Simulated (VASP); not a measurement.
# LaLu2N3 (P6/mmm) in VASP: relaxation of cell and atoms with PBE

Aim: the relaxation of cell and atoms of LaLu2N3 with PBE.

All numbers are computed with VASP 6.6.1; they aren't measurements. Logs are shortened: lines on timing, memory, paths and dates and some standing lists are left out, and cuts for length are marked.

**1. The cell of the first run**

It takes space group P6/mmm (No. 191, hexagonal). The conventional cell has a = 3.837 Å, b = 3.837 Å, c = 10.062 Å, α = 90.00°, β = 90.00°, γ = 120.00°. La (site symmetry 6/mmm) has 2 Lu at 3.57 Å and 6 La at 3.84 Å within 4.7 Å. Lu (site symmetry 6mm) has 6 N at 2.41 Å and 1 Lu at 2.92 Å within 3.2 Å. N (site symmetry mmm) has 4 N at 1.92 Å and 4 Lu at 2.41 Å within 2.5 Å.

The cell was generated, and may not be a known phase.

**2. Relaxation of cell and atoms, PBE**

Contents of INCAR:

```
SYSTEM = LaLu2N3
PREC = Accurate
ENCUT = 600
EDIFF = 1E-7
ISMEAR = 0
SIGMA = 0.1
LREAL = .FALSE.
LASPH = .TRUE.
NELM = 80
ALGO = Normal
ISIF = 3
LWAVE = .FALSE.
LCHARG = .FALSE.
GGA = PE
IBRION = 2
NSW = 100
EDIFFG = -0.01
```

Contents of KPOINTS:

```
Automatic mesh
0
G
  12 12 4
  0 0 0
```

Contents of POSCAR:

```
LaLu2N3
1.0
    3.8373050380      0.0000000000      0.0000000000
   -1.9186525190      3.3232036450      0.0000000000
    0.0000000000      0.0000000000     10.0619137459
La Lu N
1 2 3
Direct
    0.0000000000      0.0000000000      0.0000000000
    0.0000000000      0.0000000000      0.6449949666
    0.0000000000      0.0000000000      0.3550050334
    0.5000000000      0.0000000000      0.5000000000
    0.0000000000      0.5000000000      0.5000000000
    0.5000000000      0.5000000000      0.5000000000
```

Potentials or basis: VASP PAW PBE potentials, release 64 (La, Lu, N).

Started as:

```console
$ cat potpaw_PBE.64/La/POTCAR potpaw_PBE.64/Lu/POTCAR potpaw_PBE.64/N/POTCAR > POTCAR
$ mpirun -np 1 vasp_std > vasp.out
```

OUTCAR:

```text
SYSTEM = LaLu2N3
   PREC = Accurate
   ENCUT = 600
   EDIFF = 1E-7
   ISMEAR = 0
   LREAL = .FALSE.
   LASPH = .TRUE.
   NELM = 80
   ISIF = 3
   GGA = PE
   IBRION = 2
   NSW = 100
   EDIFFG = -0.01

 ion  position               nearest neighbor table
   1  0.000  0.000  0.000-   2 3.57   3 3.57
   2  0.000  0.000  0.645-   4 2.41   4 2.41   6 2.41   5 2.41   5 2.41   6 2.41   3 2.92   1 3.57

   3  0.000  0.000  0.355-   4 2.41   4 2.41   6 2.41   5 2.41   5 2.41   6 2.41   2 2.92   1 3.57

   4  0.500  0.000  0.500-   2 2.41   3 2.41   2 2.41   3 2.41
   5  0.000  0.500  0.500-   2 2.41   3 2.41   2 2.41   3 2.41
   6  0.500  0.500  0.500-   2 2.41   3 2.41   2 2.41   3 2.41

  LATTYP: Found a hexagonal cell.
 ALAT       =     3.8373050380
 C/A-ratio  =     2.6221302832

  Lattice vectors:

 A1 = (   3.8373050380,   0.0000000000,   0.0000000000)
 A2 = (  -1.9186525190,   3.3232036450,   0.0000000000)
 A3 = (   0.0000000000,   0.0000000000,  10.0619137459)

Analysis of symmetry for initial positions (statically):
=====================================================================
 Subroutine PRICEL returns:
 Original cell was already a primitive cell.

 Routine SETGRP: Setting up the symmetry group for a
 hexagonal supercell.

 Subroutine GETGRP returns: Found 24 space group operations
 (whereof 24 operations were pure point group operations)
 out of a pool of 24 trial point group operations.

The static configuration has the point symmetry D_6h.

Analysis of symmetry for dynamics (positions and initial velocities):
=====================================================================
 Subroutine PRICEL returns:
 Original cell was already a primitive cell.

 Routine SETGRP: Setting up the symmetry group for a
 hexagonal supercell.

 Subroutine GETGRP returns: Found 24 space group operations
 (whereof 24 operations were pure point group operations)
 out of a pool of 24 trial point group operations.

The dynamic configuration has the point symmetry D_6h.

 Subroutine INISYM returns: Found 24 space group operations
 (whereof 24 operations are pure point group operations),
 and found     1 'primitive' translations

----------------------------------------------------------------------------------------

                                     Primitive cell

  volume of cell :     128.3110

  direct lattice vectors                    reciprocal lattice vectors
     3.837305038  0.000000000  0.000000000     0.260599559  0.150457225  0.000000000
    -1.918652519  3.323203645  0.000000000     0.000000000  0.300914451  0.000000000
     0.000000000  0.000000000 10.061913746     0.000000000  0.000000000  0.099384672

  length of vectors
     3.837305038  3.837305038 10.061913746     0.300914451  0.300914451  0.099384672

  position of ions in fractional coordinates (direct lattice)
     0.000000000  0.000000000  0.000000000
     0.000000000  0.000000000  0.644994967
     0.000000000  0.000000000  0.355005033
     0.500000000  0.000000000  0.500000000
     0.000000000  0.500000000  0.500000000
     0.500000000  0.500000000  0.500000000

  ion indices of the primitive-cell ions
   primitive index   ion index
                 1           1
                 2           2
                 3           3
                 4           4
                 5           5
                 6           6

----------------------------------------------------------------------------------------

 KPOINTS: Automatic mesh

Automatic generation of k-mesh.
 Grid dimensions read from file:
 generate k-points for:   12   12    4

 Generating k-lattice:

  Cartesian coordinates                     Fractional coordinates (reciprocal lattice)
     0.021716630  0.012538102  0.000000000     0.083333333  0.000000000  0.000000000
     0.000000000  0.025076204  0.000000000     0.000000000  0.083333333  0.000000000
     0.000000000  0.000000000  0.024846168     0.000000000  0.000000000  0.250000000

  Length of vectors
     0.025076204  0.025076204  0.024846168

  Shift w.r.t. Gamma in fractional coordinates (k-lattice)
     0.000000000  0.000000000  0.000000000

 Subroutine IBZKPT returns following result:
 ===========================================

 Found     57 irreducible k-points:

 Following reciprocal coordinates:
            Coordinates               Weight
  0.000000  0.000000  0.000000      1.000000
  0.083333  0.000000  0.000000      6.000000
  0.166667  0.000000  0.000000      6.000000
  0.250000 -0.000000  0.000000      6.000000
  0.333333  0.000000  0.000000      6.000000
  0.416667  0.000000  0.000000      6.000000
[... 16 lines left out ...]
  0.250000 -0.000000  0.250000     12.000000
  0.333333  0.000000  0.250000     12.000000
 [... further k-points ...]
   k-points           NKPTS =     57   k-points in BZ     NKDIM =     57   number of bands    NBANDS=     45
   number of dos      NEDOS =    301   number of ions     NIONS =      6
   total plane-waves  NPLWV =  81920
   dimension x,y,z NGX =    32 NGY =   32 NGZ =   80
   dimension x,y,z NGXF=    64 NGYF=   64 NGZF=  160
   ions per type =               1   2   3
   NGX,Y,Z   is equivalent  to a cutoff of  13.86, 13.86, 13.22 a.u.
   NGXF,Y,Z  is equivalent  to a cutoff of  27.73, 27.73, 26.44 a.u.
 SYSTEM =  LaLu2N3
   PREC   = accura    normal or accurate (medium, high low for compatibility)
   ISTART =      0    job   : 0-new  1-cont  2-samecut
   ICHARG =      2    charge: 1-file 2-atom 10-const
   ISPIN  =      1    spin polarized calculation?
   LNONCOLLINEAR =      F non collinear calculations
   LSORBIT =      F    spin-orbit coupling
   LASPH  =      T    aspherical Exc in radial PAW
   ENCUT  =  600.0 eV  44.10 Ry    6.64 a.u.   7.66  7.66 20.10*2*pi/ulx,y,z
   NELM   =     80;   NELMIN=  2; NELMDL= -5     # of ELM steps
   EDIFF  = 0.1E-06   stopping-criterion for ELM
   LREAL  =      F    real-space projection
   EDIFFG = -.1E-01   stopping-criterion for IOM
   NSW    =    100    number of steps for IOM
   IBRION =      2    ionic relax: 0-MD 1-quasi-New 2-CG
   NFREE  =      1    steps in history (QN), initial steepest desc. (CG)
   ISIF   =      3    stress and relaxation
   ISYM   =      2    0-nonsym 1-usesym 2-fastsym
   POTIM  = 0.5000    time-step for ionic-motion
   TEBEG  =    0.0;   TEEND  =   0.0 temperature during run
   PSTRESS=    0.0 pullay stress
   NELECT =      76.0000    total number of electrons
   NUPDOWN=      -1.0000    fix difference up-down
   EMIN   =  10.00;   EMAX   =-10.00  energy-range for DOS
   EFERMI =   0.00;   METHOD = LEGACY
   ISMEAR =     0;   SIGMA  =   0.10  broadening in eV -4-tet -1-fermi 0-gaus
   EFERMI_NEDOS =   21; number of points for ismear=-14 and -15
   IALGO  =     38    algorithm
   IMIX   =      4    mixing-type and parameters
     AMIX     =   0.40;   BMIX     =  1.00
     AMIX_MAG =   1.60;   BMIX_MAG =  1.00
  volume/ion in A,a.u.               =      21.39       144.31
  Fermi-wavevector in a.u.,A,eV,Ry     =   1.374859  2.598106 25.718229  1.890236
  Thomas-Fermi vector in A             =   2.500247
   LORBIT       =      0    0 simple, 1 ext, 2 COOP (PROOUT), +10 PAW based schemes
   GGA     = PE    functional components
   LHFCALC =     F    Hartree Fock is set to
   AEXX    =    0.0000 exact exchange contribution
   IVDW    =     0    specifies the selected vdW correction
   LEPSILON=     F    determine dielectric tensor
   LRPA    =     F    only Hartree local field effects (RPA)
 conjugate gradient relaxation of ions
 non-spin polarized calculation
 Gauss-broadening in eV      SIGMA  =   0.10
  energy-cutoff  :      600.00
  volume of cell :      128.31
 maximum number of plane-waves:      4331
 NGX is ok and might be reduce to    32
   NGX = 15   NGY = 15   NGZ = 41

--------------------------------------- Ionic step        1  -------------------------------------------

 number of electron      76.0000010 magnetization

 Free energy of the ion-electron system (eV)
  ---------------------------------------------------
  ext. energy  EPLUGINS =         0.00000000
  ---------------------------------------------------
  free energy    TOTEN  =       -35.08378310 eV

  energy without entropy =      -35.06283999  energy(sigma->0) =      -35.07331154

------------------------ aborting loop because EDIFF is reached ----------------------------------------

  FORCE on cell =-STRESS in cart. coord.  units (eV):
  Direction    XX          YY          ZZ          XY          YZ          ZX
  --------------------------------------------------------------------------------------
  -------------------------------------------------------------------------------------
  Total        0.8530979      0.8530979     -0.1805174     -0.0000000      0.0000000      0.0000000
  in kB       10.6523537     10.6523537     -2.2540611     -0.0000000      0.0000000      0.0000000
  external PRESSURE =       6.3502154 kB  Pullay stress =       0.0000000 kB

 VOLUME and BASIS-vectors are now :
 -----------------------------------------------------------------------------
  energy-cutoff  :      600.00
  volume of cell :      128.31
      direct lattice vectors                 reciprocal lattice vectors
     3.837305038  0.000000000  0.000000000     0.260599559  0.150457225  0.000000000
    -1.918652519  3.323203645  0.000000000     0.000000000  0.300914451  0.000000000
     0.000000000  0.000000000 10.061913746     0.000000000  0.000000000  0.099384672
[... 121 lines left out ...]
 POSITION                                       TOTAL-FORCE (eV/Angst)
 -----------------------------------------------------------------------------------
      0.00000      0.00000     -0.00000        -0.000000     -0.000000      0.000000
     -0.00000     -0.00000      6.45340         0.000000     -0.000000      0.037950
      1.93210      3.34649      3.56111         0.000000      0.000000     -0.037950
      1.93210     -0.00000      5.00726        -0.000000     -0.000000      0.000000
     -0.96605      1.67325      5.00726        -0.000000     -0.000000      0.000000
      0.96605      1.67325      5.00726        -0.000000     -0.000000      0.000000
 -----------------------------------------------------------------------------------
    total drift:                                0.000000     -0.000000      0.000000

  FREE ENERGIE OF THE ION-ELECTRON SYSTEM (eV)
  ---------------------------------------------------
  free  energy   TOTEN  =       -35.0896966091 eV

  energy  without entropy=      -35.0701417110  energy(sigma->0) =      -35.07991916

--------------------------------------- Ionic step        5  -------------------------------------------

 number of electron      76.0000013 magnetization

 Free energy of the ion-electron system (eV)
  ---------------------------------------------------
  ext. energy  EPLUGINS =         0.00000000
  ---------------------------------------------------
  free energy    TOTEN  =       -35.08983202 eV

  energy without entropy =      -35.07000165  energy(sigma->0) =      -35.07991683

 E-fermi :   4.0344     XC(G=0):  -9.9036

 val. band max:        4.0246214510   @ k =   0.3333   0.0833   0.0000
 cond. band min:       4.0412339703   @ k =   0.4167   0.0833   0.0000
 fundamental gap:      0.0166125193
 Fermi energy:         4.0343713023

 k-point     1 :       0.0000    0.0000    0.0000
  band No.  band energies     occupation
      1     -52.4407      2.00000
      2     -52.3920      2.00000
      3     -29.1710      2.00000
      4     -23.7751      2.00000
      5     -23.0511      2.00000
      6     -23.0511      2.00000
[... 1141 lines left out ...]
     44       5.4093      0.00000
     45       5.6001      0.00000

 [... further k-points ...]

------------------------ aborting loop because EDIFF is reached ----------------------------------------

  FORCE on cell =-STRESS in cart. coord.  units (eV):
  Direction    XX          YY          ZZ          XY          YZ          ZX
  --------------------------------------------------------------------------------------
  -------------------------------------------------------------------------------------
  Total       -0.0043280     -0.0043280      0.0134280      0.0000000     -0.0000000      0.0000000
  in kB       -0.0535209     -0.0535209      0.1660542      0.0000000     -0.0000000      0.0000000
  external PRESSURE =       0.0196708 kB  Pullay stress =       0.0000000 kB

 VOLUME and BASIS-vectors are now :
 -----------------------------------------------------------------------------
  energy-cutoff  :      600.00
  volume of cell :      129.56
      direct lattice vectors                 reciprocal lattice vectors
     3.863110336 -0.000000000  0.000000000     0.258858773  0.149452182  0.000000000
    -1.931555168  3.345551688 -0.000000000     0.000000000  0.298904364  0.000000000
     0.000000000 -0.000000000 10.024577084    -0.000000000  0.000000000  0.099754832

 POSITION                                       TOTAL-FORCE (eV/Angst)
 -----------------------------------------------------------------------------------
      0.00000      0.00000     -0.00000         0.000000      0.000000      0.000000
     -0.00000     -0.00000      6.46142         0.000000      0.000000     -0.005439
      0.00000     -0.00000      3.56315        -0.000000     -0.000000      0.005439
      1.93156     -0.00000      5.01229         0.000000      0.000000      0.000000
     -0.96578      1.67278      5.01229         0.000000      0.000000      0.000000
      0.96578      1.67278      5.01229         0.000000      0.000000      0.000000
 -----------------------------------------------------------------------------------
    total drift:                                0.000000      0.000000      0.000000

  FREE ENERGIE OF THE ION-ELECTRON SYSTEM (eV)
  ---------------------------------------------------
  free  energy   TOTEN  =       -35.0898320189 eV

  energy  without entropy=      -35.0700016464  energy(sigma->0) =      -35.07991683

 reached required accuracy - stopping structural energy minimisation
```

Wall time 50 min (1 thread of Intel Xeon 8259CL, shared host); peak memory 0.6 GiB.

Results:

* Free energy: -35.0898 eV
* Relaxed volume: 21.59 Å³/atom
* Relaxed cell: a = 3.863 Å, b = 3.863 Å, c = 10.025 Å, α = 90.00°, β = 90.00°, γ = 120.00°
* Space group after relaxing (to 0.1 Å): P6/mmm (No. 191)
* Energy gained by relaxing: 1.0 meV/atom
* Ionic steps: 5
* Pressure after relaxing: 0.0 GPa
* Largest force after relaxing: 0.005 eV/Å
* Band gap on the k mesh: zero (bands 38 and 39 overlap by 0.75 eV)

Forces on the atoms (eV/Å):
```
La   0.000  0.000  0.000
Lu   0.000  0.000 -0.005
Lu   0.000  0.000  0.005
N    0.000  0.000  0.000
N    0.000  0.000  0.000
N    0.000  0.000  0.000
```

The path:
```csv
step,energy change (eV),largest force (eV/Å),pressure (GPa),volume (Å³)
1,0.0000,0.0153,0.64,128.31
2,-0.0051,0.1208,-0.30,129.89
3,-0.0052,0.1085,-0.23,129.70
4,-0.0059,0.0379,0.07,129.50
5,-0.0060,0.0054,0.00,129.56
```

Final structure:
```xyz
6
Lattice="3.8631 0.0000 0.0000 -1.9316 3.3456 0.0000 0.0000 0.0000 10.0246" Properties=species:S:1:pos:R:3 pbc="T T T"
La    0.0000    0.0000    0.0000
Lu    0.0000    0.0000    6.4614
Lu    0.0000    0.0000    3.5632
N     1.9316    0.0000    5.0123
N    -0.9658    1.6728    5.0123
N     0.9658    1.6728    5.0123
```

Levels at points of the mesh, in eV from the Fermi level:
| k point | band 34 | band 35 | band 36 | band 37 | band 38 | band 39 | band 40 | band 41 | band 42 | band 43 |
| --- | --- | --- | --- | --- | --- | --- | --- | --- | --- | --- |
| (0.00, 0.00, 0.00) | -2.90 | -1.87 | -1.87 | -0.97 | -0.58 | -0.22 | 1.10 | 1.30 | 1.48 | 1.48 |
| (0.50, 0.00, 0.00) | -1.75 | -1.14 | -0.92 | -0.87 | -0.85 | -0.29 | 0.22 | 0.34 | 1.26 | 1.36 |
| (0.00, 0.00, 0.50) | -2.47 | -1.87 | -1.87 | -1.69 | -0.64 | 0.11 | 1.10 | 1.33 | 1.48 | 1.48 |
| (0.50, 0.00, 0.50) | -1.75 | -1.00 | -0.96 | -0.92 | -0.85 | -0.07 | 0.35 | 0.36 | 0.85 | 1.32 |

Caveat: spin-orbit coupling is left out, which moves the levels of the heavy elements.
